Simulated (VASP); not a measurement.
# TlBr (Pm-3m) in VASP: notebook

The runs below take TlBr through single point, with HF, r2SCANh.

All numbers are computed with VASP 6.6.1; they aren't measurements. Logs are shortened: lines on timing, memory, paths and dates and some standing lists are left out, and cuts for length are marked.

## Step 1: The cell of the first run

Symmetry: Pm-3m, No. 221, cubic system. Conventional cell: a = 3.946 Å, b = 3.946 Å, c = 3.946 Å, α = 90.00°, β = 90.00°, γ = 90.00°. Within 4.5 Å of Tl (site symmetry m-3m) lie 8 Br at 3.42 Å and 6 Tl at 3.95 Å. Within 4.5 Å of Br (site symmetry m-3m) lie 8 Tl at 3.42 Å and 6 Br at 3.95 Å.

## Step 2: Single point, HF

POSCAR reads:

```
TlBr
1.0
    3.9461936984      0.0000000000      0.0000000000
    0.0000000000      3.9461936984      0.0000000000
    0.0000000000      0.0000000000      3.9461936984
Tl Br
1 1
Direct
    0.0000000000      0.0000000000      0.0000000000
    0.5000000000      0.5000000000      0.5000000000
```

INCAR.step1 reads:

```
  ALGO = Normal
  EDIFF = 1E-5
  ENCUT = 400
  GGA = PE
  GGA_COMPAT = F
  ISIF = 2
  ISMEAR = 0
  LASPH = T
  LCHARG = F
  LREAL = F
  LWAVE = T
  NBANDS = 17
  NELM = 120
  PREC = Accurate
  SIGMA = 0.01
```

INCAR.step2 reads:

```
  AEXX = 1.0
  AGGAC = 0.0
  ALDAC = 0.0
  ALGO = Normal
  EDIFF = 1E-6
  ENCUT = 400
  GGA = PE
  GGA_COMPAT = F
  ISIF = 2
  ISMEAR = 0
  ISTART = 1
  LASPH = T
  LCHARG = F
  LHFCALC = T
  LREAL = F
  LWAVE = F
  NBANDS = 17
  NELM = 120
  PREC = Accurate
  PRECFOCK = Normal
  SIGMA = 0.01
```

KPOINTS reads:

```
k-points
0
Gamma
  4 4 4
```

Potentials or basis: VASP PAW PBE potentials, release 64 (Tl_d, Br).

Launch:

```sh
cat potpaw_PBE.64/Tl_d/POTCAR potpaw_PBE.64/Br/POTCAR > POTCAR
cp INCAR.step1 INCAR
mpirun -np 1 vasp_std > vasp.out
cp INCAR.step2 INCAR
mpirun -np 1 vasp_std > vasp.out
```

OUTCAR:

```text
AEXX = 1.0
   EDIFF = 1E-6
   ENCUT = 400
   GGA = PE
   ISIF = 2
   ISMEAR = 0
   ISTART = 1
   LASPH = T
   LHFCALC = T
   LREAL = F
   NELM = 120
   PREC = Accurate
   PRECFOCK = Normal

 ion  position               nearest neighbor table
   1  0.000  0.000  0.000-   2 3.42   2 3.42   2 3.42   2 3.42   2 3.42   2 3.42   2 3.42   2 3.42

   2  0.500  0.500  0.500-   1 3.42   1 3.42   1 3.42   1 3.42   1 3.42   1 3.42   1 3.42   1 3.42

  LATTYP: Found a simple cubic cell.
 ALAT       =     3.9461936984

  Lattice vectors:

 A1 = (   3.9461936984,   0.0000000000,   0.0000000000)
 A2 = (   0.0000000000,   3.9461936984,   0.0000000000)
 A3 = (   0.0000000000,   0.0000000000,   3.9461936984)

Analysis of symmetry for initial positions (statically):
=====================================================================
 Subroutine PRICEL returns:
 Original cell was already a primitive cell.

 Routine SETGRP: Setting up the symmetry group for a
 simple cubic supercell.

 Subroutine GETGRP returns: Found 48 space group operations
 (whereof 48 operations were pure point group operations)
 out of a pool of 48 trial point group operations.

The static configuration has the point symmetry O_h .

Analysis of symmetry for dynamics (positions and initial velocities):
=====================================================================
 Subroutine PRICEL returns:
 Original cell was already a primitive cell.

 Routine SETGRP: Setting up the symmetry group for a
 simple cubic supercell.

 Subroutine GETGRP returns: Found 48 space group operations
 (whereof 48 operations were pure point group operations)
 out of a pool of 48 trial point group operations.

The dynamic configuration has the point symmetry O_h .

 Subroutine INISYM returns: Found 48 space group operations
 (whereof 48 operations are pure point group operations),
 and found     1 'primitive' translations

----------------------------------------------------------------------------------------

                                     Primitive cell

  volume of cell :      61.4519

  direct lattice vectors                    reciprocal lattice vectors
     3.946193698  0.000000000  0.000000000     0.253408747  0.000000000  0.000000000
[... 74 lines left out ...]
   NSW    =      0    number of steps for IOM
   IBRION =     -1    ionic relax: 0-MD 1-quasi-New 2-CG
   NFREE  =      0    steps in history (QN), initial steepest desc. (CG)
   ISIF   =      2    stress and relaxation
   ISYM   =      3    0-nonsym 1-usesym 2-fastsym
   POTIM  = 0.5000    time-step for ionic-motion
   TEBEG  =    0.0;   TEEND  =   0.0 temperature during run
   PSTRESS=    0.0 pullay stress
   NELECT =      20.0000    total number of electrons
   NUPDOWN=      -1.0000    fix difference up-down
   EMIN   =  10.00;   EMAX   =-10.00  energy-range for DOS
   EFERMI =   0.00;   METHOD = LEGACY
   ISMEAR =     0;   SIGMA  =   0.01  broadening in eV -4-tet -1-fermi 0-gaus
   EFERMI_NEDOS =   21; number of points for ismear=-14 and -15
   IALGO  =     38    algorithm
   IMIX   =      1    mixing-type and parameters
     AMIX     =   0.40;   BMIX     =  1.00
     AMIX_MAG =   1.60;   BMIX_MAG =  1.00
  volume/ion in A,a.u.               =      30.73       207.35
  Fermi-wavevector in a.u.,A,eV,Ry     =   1.126090  2.128002 17.253258  1.268079
  Thomas-Fermi vector in A             =   2.262770
   LORBIT       =      0    0 simple, 1 ext, 2 COOP (PROOUT), +10 PAW based schemes
   GGA     = PE    functional components
   LHFCALC =     T    Hartree Fock is set to
   PRECFOCK=normal    Normal, Fast or Accurate (Low or Medium for compatibility)
   ENCUT4O =  -1.0   cutoff for four orbital integrals eV
   NKREDX  =     1    reduce k-point grid by
   NKREDY  =     1    reduce k-point grid by
   NKREDZ  =     1    reduce k-point grid by
   AEXX    =    1.0000 exact exchange contribution
   HFSCREEN=    0.0000 screening length (either q_TF or 0.3 A-1)
   HFSCREENC=   0.0000 screening length for correlation (either q_TF or 0.3 A-1)
   ENCUTFOCK=  -1.0 apply spherical cutoff to Coloumb kernel
   IVDW    =     0    specifies the selected vdW correction
   LEPSILON=     F    determine dielectric tensor
   LRPA    =     F    only Hartree local field effects (RPA)
 non-spin polarized calculation
 Gauss-broadening in eV      SIGMA  =   0.01
  energy-cutoff  :      400.00
  volume of cell :       61.45
 maximum number of plane-waves:      1141
 NGX is ok and might be reduce to    28
  NGX = 20; NGY = 20; NGZ = 20

 number of electron      20.0000010 magnetization

 Free energy of the ion-electron system (eV)
  ---------------------------------------------------
  ext. energy  EPLUGINS =         0.00000000
  ---------------------------------------------------
  free energy    TOTEN  =       -11.27748083 eV

  energy without entropy =      -11.27748083  energy(sigma->0) =      -11.27748083

 E-fermi :   0.5517     XC(G=0):   0.0000

 val. band max:        0.4821451504   @ k =   0.5000   0.0000   0.0000
 cond. band min:       8.1971556460   @ k =   0.5000   0.0000   0.0000
 fundamental gap:      7.7150104957
 Fermi energy:         0.5516621852

 k-point     1 :       0.0000    0.0000    0.0000
  band No.  band energies     occupation
      1     -19.1614      2.00000
      2     -14.9106      2.00000
      3     -14.9106      2.00000
      4     -14.7503      2.00000
      5     -14.7503      2.00000
      6     -14.7503      2.00000
[... 177 lines left out ...]
      4     -14.9078      2.00000
      5     -14.6564      2.00000
      6     -14.6564      2.00000
[... 9 lines left out ...]
     16      21.4083      0.00000
     17      25.4130      0.00000

------------------------ aborting loop because EDIFF is reached ----------------------------------------

  FORCE on cell =-STRESS in cart. coord.  units (eV):
  Direction    XX          YY          ZZ          XY          YZ          ZX
  --------------------------------------------------------------------------------------
  -------------------------------------------------------------------------------------
  Total        2.4821451      2.4821451      2.4821451      0.0000000      0.0000000      0.0000000
  in kB       64.7146428     64.7146428     64.7146428      0.0000000      0.0000000      0.0000000
  external PRESSURE =      64.7146428 kB  Pullay stress =       0.0000000 kB

 VOLUME and BASIS-vectors are now :
 -----------------------------------------------------------------------------
  energy-cutoff  :      400.00
  volume of cell :       61.45
      direct lattice vectors                 reciprocal lattice vectors
     3.946193698  0.000000000  0.000000000     0.253408747  0.000000000  0.000000000
     0.000000000  3.946193698  0.000000000     0.000000000  0.253408747  0.000000000
     0.000000000  0.000000000  3.946193698     0.000000000  0.000000000  0.253408747

 POSITION                                       TOTAL-FORCE (eV/Angst)
 -----------------------------------------------------------------------------------
      0.00000      0.00000      0.00000         0.000000      0.000000      0.000000
      1.97310      1.97310      1.97310         0.000000      0.000000      0.000000
 -----------------------------------------------------------------------------------
    total drift:                               -0.000000     -0.000000     -0.000000

  FREE ENERGIE OF THE ION-ELECTRON SYSTEM (eV)
  ---------------------------------------------------
  free  energy   TOTEN  =       -11.2774808266 eV

  energy  without entropy=      -11.2774808266  energy(sigma->0) =      -11.27748083
```

OUTCAR.step1:

```text
EDIFF = 1E-5
   ENCUT = 400
   GGA = PE
   ISIF = 2
   ISMEAR = 0
[... 406 lines left out ...]
 -----------------------------------------------------------------------------------
      0.00000      0.00000      0.00000         0.000000      0.000000      0.000000
      1.97310      1.97310      1.97310         0.000000      0.000000      0.000000
 -----------------------------------------------------------------------------------
    total drift:                               -0.000000      0.000000      0.000000

  FREE ENERGIE OF THE ION-ELECTRON SYSTEM (eV)
  ---------------------------------------------------
  free  energy   TOTEN  =        -5.5036094439 eV

  energy  without entropy=       -5.5036094439  energy(sigma->0) =       -5.50360944
```

Run time: 5.9 min. Hardware: 1 thread of Intel Xeon Platinum 8488C (Sapphire Rapids), shared host; peak memory 0.16 GiB.

Results:

- Free energy: -11.2775 eV
- Pressure: 6.5 GPa
- Band gap on the k mesh: 7.72 eV

Levels at points of the mesh, in eV from the valence-band top:
```
           k point  band 7  band 8  band 9  band 10  band 11  band 12  band 13  band 14
(0.00, 0.00, 0.00)   -5.46   -2.89   -2.89    -2.89    13.43    13.43    14.66    14.66
(0.50, 0.00, 0.00)   -7.82   -2.27   -2.27     0.00     7.72    12.48    12.48    14.62
(0.50, 0.50, 0.00)   -4.98   -4.98   -4.23    -2.14    11.46    11.46    14.46    14.87
(0.50, 0.50, 0.50)   -3.84   -3.84   -3.84    -2.63     7.86     7.86     7.86    20.93
```

Caveat: the cell stands under pressure; the PAW data sets were made with another functional, which shifts forces and pressure a little; spin-orbit coupling is left out, which moves the levels of the heavy elements.

## Step 3: Single point, r2SCANh

POSCAR is that of step 2.

INCAR.step1 reads:

```
SYSTEM = TlBr
PREC = Accurate ; ENCUT = 440
EDIFF = 1E-5 ; ISMEAR = 0
SIGMA = 0.01 ; LREAL = .False.
LASPH = .True. ; NELM = 120
ALGO = Normal ; ISIF = 2
LWAVE = .True. ; GGA = PE
NBANDS = 17 ; GGA_COMPAT = .False.
```

INCAR.step2 reads:

```
SYSTEM = TlBr
PREC = Accurate ; ENCUT = 440
EDIFF = 1E-6 ; ISMEAR = 0
SIGMA = 0.01 ; LREAL = .False.
LASPH = .True. ; NELM = 120
ALGO = Normal ; ISIF = 2
LWAVE = .False. ; LCHARG = .True.
METAGGA = R2SCAN ; LHFCALC = .True.
AEXX = 0.1 ; LMIXTAU = .True.
PRECFOCK = Normal ; LELF = .True.
LVHAR = .True. ; ISTART = 1
NBANDS = 17 ; GGA_COMPAT = .False.
```

KPOINTS reads:

```
Automatic mesh
0
Gamma
  4 4 4
  0 0 0
```

Potentials or basis: VASP PAW PBE potentials, release 64 (Tl_d, Br).

Launch:

```sh
cat potpaw_PBE.64/Tl_d/POTCAR potpaw_PBE.64/Br/POTCAR > POTCAR
cp INCAR.step1 INCAR
mpirun -np 1 vasp_std > vasp.out
cp INCAR.step2 INCAR
mpirun -np 1 vasp_std > vasp.out
```

Wall time 6.7 min (1 thread of Intel Xeon Platinum 8488C (Sapphire Rapids), shared host); peak memory 0.18 GiB.

It converged, with:

```
Free energy            : -62.9579 eV
Pressure               : 1.1 GPa
Band gap on the k mesh : 2.71 eV
```

Levels at points of the mesh, in eV from the valence-band top:
```tsv
k point	band 8	band 9	band 10	band 11	band 12	band 13
(0.00, 0.00, 0.00)	-1.60	-1.60	-1.60	8.02	8.02	8.47
(0.50, 0.00, 0.00)	-1.06	-1.06	0.00	2.71	6.81	6.81
(0.50, 0.50, 0.00)	-3.34	-3.34	-0.98	5.88	5.88	8.62
(0.50, 0.50, 0.50)	-2.29	-2.29	-2.29	2.90	2.90	2.90
```

Caveat: the PAW data sets were made with another functional, which shifts forces and pressure a little; spin-orbit coupling is left out, which moves the levels of the heavy elements.
